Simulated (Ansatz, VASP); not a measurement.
One calculation of HfO2, two programs

The input INCAR:

```
SYSTEM = HfO2
PREC = Accurate
ENCUT = 520
EDIFF = 1E-6
ISMEAR = -1
SIGMA = 0.05
LREAL = .False.
LASPH = .True.
NELM = 60
ALGO = Normal
ISIF = 2
LWAVE = .False.
LCHARG = .False.
GGA = RP
NBANDS = 56
```

The input KPOINTS:

```
Automatic mesh
0
Gamma
  5 6 5
  0 0 0
```

The input POSCAR:

```
HfO2
1.0
    5.3218317680      0.0000000000      0.0000000000
    0.0000000000      5.1029212315      0.0000000000
    0.0000000000      0.0000000000      5.1313902082
Hf O
4 8
Direct
    0.9669940000      0.7325208200      0.7414403500
    0.5330060000      0.7325208200      0.2414403500
    0.4669940000      0.2674791800      0.7414403500
    0.0330060000      0.2674791800      0.2414403500
    0.6321274500      0.9286454000      0.8792672600
    0.8678725500      0.9286454000      0.3792672600
    0.2339485200      0.5398830500      0.4922923900
    0.2660514800      0.5398830500      0.9922923900
    0.7660514800      0.4601169500      0.9922923900
    0.7339485200      0.4601169500      0.4922923900
    0.1321274500      0.0713546000      0.8792672600
    0.3678725500      0.0713546000      0.3792672600
```

The input input.yaml:

```yaml
crystal:
  lattice:
    - [5.321831768, 0.0, 0.0]
    - [0.0, 5.1029212315, 0.0]
    - [0.0, 0.0, 5.1313902082]
  atoms:
    - { symbol: Hf, position: [0.966994, 0.73252082, 0.74144035] }
    - { symbol: Hf, position: [0.533006, 0.73252082, 0.24144035] }
    - { symbol: Hf, position: [0.466994, 0.26747918, 0.74144035] }
    - { symbol: Hf, position: [0.033006, 0.26747918, 0.24144035] }
    - { symbol: O, position: [0.63212745, 0.9286454, 0.87926726] }
    - { symbol: O, position: [0.86787255, 0.9286454, 0.37926726] }
    - { symbol: O, position: [0.23394852, 0.53988305, 0.49229239] }
    - { symbol: O, position: [0.26605148, 0.53988305, 0.99229239] }
    - { symbol: O, position: [0.76605148, 0.46011695, 0.99229239] }
    - { symbol: O, position: [0.73394852, 0.46011695, 0.49229239] }
    - { symbol: O, position: [0.13212745, 0.0713546, 0.87926726] }
    - { symbol: O, position: [0.36787255, 0.0713546, 0.37926726] }
hamiltonian:
  xc: rpbe
  pseudopotentials: { kind: paw }
kpoints:
  mp_grid: { grid: [5, 6, 5] }
scf:
  occupations: { method: fermi_dirac, width: 0.05 }
output:
  forces: true
  stress: true
  eigenvalues: true
```

Alike in both runs: task single point; functional RPBE; k mesh 5 × 6 × 5; occupations fermi-dirac, width 0.05 eV; no spin polarisation.

|  | VASP | Ansatz |
| --- | --- | --- |
| version | VASP 6.6.1 | Ansatz 0.2.0 |
| potentials or method | VASP PAW PBE potentials, release 64 (Hf_pv, O) | Ansatz PAW |
| plane-wave cutoff (eV) | 520 | 420 |
| valence electrons in the cell | 88 | 152 |

VASP gave:

| Property | Result |
| --- | --- |
| gap on the k mesh at the Fermi level (eV) | 4.31 |
| least direct gap on the mesh (eV) | 4.50 |
| pressure (GPa) | -3.2 |
| traceless stress, the component that is largest in VASP (GPa) | -0.42 |
| rms of the force components (eV/Å) | 0.077 |

Problem. What did Ansatz give for the same quantities?

Solution. gap on the k mesh at the Fermi level (eV): 4.36; least direct gap on the mesh (eV): 4.55; pressure (GPa): 0.0; traceless stress, the component that is largest in VASP (GPa): -0.39; rms of the force components (eV/Å): 0.061.

VASP's potentials were made for PBE, not for RPBE. Atom by atom the forces differ by 0.025 eV/Å (rms over components). With one functional, cell and mesh, what is left measures potentials, basis and numerics. VASP's potentials hold 88 valence electrons a cell and Ansatz's 152, so a difference there can come from the potentials and not from the codes.

Neither program's run includes spin-orbit coupling. Noted on Ansatz's run: odd divisions of the mesh miss points on the zone boundary, where band edges often lie, so the gap on the mesh can be too wide.
